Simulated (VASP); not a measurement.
GaP, 2 atoms in the cell. The structure is cubic, space group F-43m (No. 216). The conventional cell has a = 5.352 Å, b = 5.352 Å, c = 5.352 Å, α = 90.00°, β = 90.00°, γ = 90.00°. Within 3.1 Å of Ga (site symmetry -43m) lie 4 P at 2.32 Å. Within 3.1 Å of P (site symmetry -43m) lie 4 Ga at 2.32 Å. 

| Item | Value |
| --- | --- |
| Program | VASP 6.6.1 |
| Task | single point |
| Functional | r2SCAN |
| Potentials or basis | VASP PAW PBE potentials, release 64 (Ga_d, P) |
| Cutoff | 520 eV |
| k mesh | 6 × 6 × 6 |
| Occupations | gaussian, width 0.01 eV |
| Spin | no spin polarisation |
| Dipole correction | no |
| Further INCAR settings | ALGO = Normal; EDIFF = 1e-06; NBANDS = 16 |

Potentials or basis: VASP PAW PBE potentials, release 64 (Ga_d, P).

Command:

```bash
$ cat potpaw_PBE.64/Ga_d/POTCAR potpaw_PBE.64/P/POTCAR > POTCAR
$ cp INCAR.step1 INCAR
$ mpirun -np 1 vasp_std > vasp.out
$ cp INCAR.step2 INCAR
$ mpirun -np 1 vasp_std > vasp.out
```

Hardware: 1 thread of AMD EPYC 7R13 (shared host).

Estimate the wall time of this run.

It took 100 s on 1 thread of AMD EPYC 7R13, with other jobs on the host, peak memory 0.14 GiB. Counts: k points 16.
